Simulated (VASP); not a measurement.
Pd, 1 atom in the cell. Symmetry: Im-3m, No. 229, cubic system. The conventional cell has a = 3.165 Å, b = 3.165 Å, c = 3.165 Å, α = 90.00°, β = 90.00°, γ = 90.00°. Pd (site symmetry m-3m) has 14 Pd at 2.74 to 3.17 Å within 3.6 Å. 

| Property | Result |
| --- | --- |
| Program | VASP 6.6.1 |
| Task | single point |
| Functional | r2SCAN |
| Potentials or basis | VASP PAW PBE potentials, release 64 (Pd) |
| Cutoff | 520 eV |
| k mesh | 12 × 12 × 12 |
| Occupations | fermi-dirac, width 0.05 eV |
| Spin | no spin polarisation |
| Dipole correction | no |
| Further INCAR settings | ALGO = Normal; EDIFF = 1e-06; NBANDS = 11 |

Potentials or basis: VASP PAW PBE potentials, release 64 (Pd).

Command:

```bash
$ cat potpaw_PBE.64/Pd/POTCAR > POTCAR
$ cp INCAR.step1 INCAR
$ mpirun -np 1 vasp_std > vasp.out
$ cp INCAR.step2 INCAR
$ mpirun -np 1 vasp_std > vasp.out
```

Hardware: 1 thread of Intel(R) Xeon(R) Platinum 8488C (Sapphire Rapids), with other jobs on the host.

Question: How long does it take, and how much memory?

Answer: Run time: 23 s on 1 thread of Intel(R) Xeon(R) Platinum 8488C (Sapphire Rapids) (shared host), peak memory 0.13 GiB. Counts: k points 72.
